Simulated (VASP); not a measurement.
Write the native input for VASP 6.6.1 that does the following.

```
Task                   : relaxation of cell and atoms
Functional             : PBE
Potentials or basis    : VASP PAW PBE potentials, release 64 (Mg, Te)
Cutoff                 : 600 eV
k mesh                 : 6 × 6 × 4
Occupations            : gaussian, width 0.1 eV
Spin                   : no spin polarisation
Dipole correction      : no
Further INCAR settings : ALGO = Fast; EDIFF = 1e-06; IBRION = 2; EDIFFG = -0.04; NSW = 90; ISIF = 3
```

The structure of Mg3Te2 lies in POSCAR:

```
Mg3Te2
1.0
    4.4538975311      0.0000000000      0.0000000000
   -2.2269487655      3.8571884077      0.0000000000
    0.0000000000      0.0000000000      6.9295410826
Mg Te
3 2
Direct
    0.0000000000      0.0000000000      0.0000000000
    0.3333333333      0.6666666667      0.6450000000
    0.6666666667      0.3333333333      0.3550000000
    0.3333333333      0.6666666667      0.2450000000
    0.6666666667      0.3333333333      0.7550000000
```

These files were run (other wordings do the same):

INCAR

```
SYSTEM = Mg3Te2
PREC = Accurate
ENCUT = 600
EDIFF = 1E-6
ISMEAR = 0
SIGMA = 0.1
LREAL = .FALSE.
LASPH = .TRUE.
NELM = 80
ALGO = Fast
ISIF = 3
LWAVE = .FALSE.
LCHARG = .FALSE.
GGA = PE
IBRION = 2
NSW = 90
EDIFFG = -0.04
```

KPOINTS

```
Automatic mesh
0
G
  6 6 4
  0 0 0
```

Potentials or basis: VASP PAW PBE potentials, release 64 (Mg, Te).

Run with:

```sh
$ cat potpaw_PBE.64/Mg/POTCAR potpaw_PBE.64/Te/POTCAR > POTCAR
$ mpirun -np 1 vasp_std > vasp.out
```

It gave:

```
Relaxed volume                        : 28.15 Å³/atom
Relaxed cell                          : a = 5.158 Å, b = 5.158 Å, c = 6.108 Å, α = 90.00°, β = 90.00°, γ = 120.00°
Space group after relaxing (to 0.1 Å) : P-3m1 (No. 164)
Energy gained by relaxing             : 219.3 meV/atom
Ionic steps                           : 33
Pressure after relaxing               : 0.1 GPa
Largest force after relaxing          : 0.038 eV/Å
Band gap on the k mesh                : zero (bands 9 and 10 overlap by 2.32 eV)
```

Caveat: the volume moved by over 15 % at a fixed basis, so the end points are rough; spin-orbit coupling is left out, which moves the levels of the heavy elements.

Run time: 30 min on 1 thread of Intel Xeon 8259CL, with other jobs on the host, peak memory 0.3 GiB.
